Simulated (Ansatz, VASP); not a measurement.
**One calculation of SiC, two programs**

File INCAR:

```
SYSTEM = SiC
PREC     = Accurate       ! precision mode
ENCUT    = 600            ! plane-wave cutoff, eV
EDIFF    = 1E-6           ! SCF threshold, eV
ISMEAR   = 0              ! smearing method
SIGMA    = 0.05           ! smearing width, eV
LREAL    = .False.        ! projectors in reciprocal space
LASPH    = .True.         ! aspherical terms in the spheres
NELM     = 120            ! most SCF steps
ALGO     = Normal         ! electronic algorithm
ISIF     = 2              ! what is computed and relaxed
LWAVE    = .False.        ! write WAVECAR
LCHARG   = .False.        ! write CHGCAR
GGA      = PE             ! functional
NBANDS   = 26             ! bands
GGA_COMPAT= .False.
```

Contents of KPOINTS:

```
Automatic mesh
0
Gamma
  10 10 3
  0 0 0
```

Contents of POSCAR:

```
SiC
1.0
   -3.0759982064      0.0000000000      0.0000000000
   -1.5379991032     -2.6638925888      0.0000000000
    0.0000000000      0.0000000000     14.5960000000
Si C
4 4
Direct
    0.3333333333      0.3333333333      0.4521964922
    0.3333333333      0.3333333333      0.1063483146
    0.6666666667      0.6666666667      0.6251205810
    0.6666666667      0.6666666667      0.2792724034
    0.3333333333      0.3333333333      0.5853480406
    0.3333333333      0.3333333333      0.2394998630
    0.6666666667      0.6666666667      0.0665757742
    0.6666666667      0.6666666667      0.4124239518
```

Input for Ansatz:

```yaml
crystal:
  lattice:
    - [-3.0759982064, 0.0, 0.0]
    - [-1.5379991032, -2.6638925888, 0.0]
    - [0.0, 0.0, 14.596]
  atoms:
    - { symbol: Si, position: [0.3333333333, 0.3333333333, 0.4521964922] }
    - { symbol: Si, position: [0.3333333333, 0.3333333333, 0.1063483146] }
    - { symbol: Si, position: [0.6666666667, 0.6666666667, 0.625120581] }
    - { symbol: Si, position: [0.6666666667, 0.6666666667, 0.2792724034] }
    - { symbol: C, position: [0.3333333333, 0.3333333333, 0.5853480406] }
    - { symbol: C, position: [0.3333333333, 0.3333333333, 0.239499863] }
    - { symbol: C, position: [0.6666666667, 0.6666666667, 0.0665757742] }
    - { symbol: C, position: [0.6666666667, 0.6666666667, 0.4124239518] }
basis:
  ecutwfc: 420
kpoints:
  mp_grid: { grid: [10, 10, 3] }
hamiltonian:
  xc: pbe
scf:
  occupations: { method: gaussian, width: 0.05 }
output:
  forces: true
  stress: true
  eigenvalues: true
```

Alike in both runs: task single point; functional PBE; k mesh 10 × 10 × 3; occupations gaussian, width 0.05 eV; no spin polarisation.

|  | VASP | Ansatz |
| --- | --- | --- |
| version | VASP 6.6.1 | Ansatz 0.2.0 |
| potentials or method | VASP PAW PBE potentials, release 64 (Si, C), cutoff 600 eV | scalar-relativistic, plane waves, PAW |
| valence electrons in the cell | 32 | 32 |

|  | VASP | Ansatz | Ansatz less VASP |
| --- | --- | --- | --- |
| gap on the k mesh at the Fermi level (eV) | none | none | - |
| pressure (GPa) | 2.2 | 2.4 | +0.12 |
| traceless stress, the component that is largest in VASP (GPa) | -1.89 | -1.84 | +0.050 |
| rms of the force components (eV/Å) | 0.613 | 0.614 | +0.0002 |

Atom by atom the forces differ by 0.005 eV/Å (rms over components). A gap of «none» marks a metal or a gap that the smearing closes. The functional is the same, so the differences come from potentials, cutoffs and numerics.
